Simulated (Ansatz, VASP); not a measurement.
## Si4Mo3: VASP beside Ansatz

```
Mo Si
1.0
     3.19007    0.00000    0.00000
     0.00000    3.19007    0.00000
     0.00000    0.00000   22.82138
Mo Si
3 4
Cartesian
  1.5950 1.5950 7.5000
  0.0000 0.0000 11.4107
  1.5950 1.5950 15.3214
  0.0000 0.0000 8.7901
  1.5950 1.5950 10.1206
  1.5950 1.5950 12.7008
  0.0000 0.0000 14.0313
```

Alike in both runs: task single point; functional PBEsol; k mesh 11 × 11 × 1; occupations gaussian, width 0.1 eV; no spin polarisation.

|  | VASP | Ansatz |
| --- | --- | --- |
| version | VASP 6.6.1 | Ansatz 0.2.0 |
| potentials or method | VASP PAW PBE potentials, release 64 (Mo_sv, Si), cutoff 520 eV | scalar-relativistic, plane waves, PAW |
| valence electrons in the cell | 58 | 58 |

```csv
,VASP,Ansatz,Ansatz less VASP
gap on the k mesh at the Fermi level (eV),none,none,-
rms of the force components (eV/Å),0.679,0.683,+0.0044
"work function, face that differs most (eV)",4.04,4.04,+0.004
```

VASP's potentials were made for PBE, not for PBEsol. A gap of «none» marks a metal or a gap that the smearing closes.
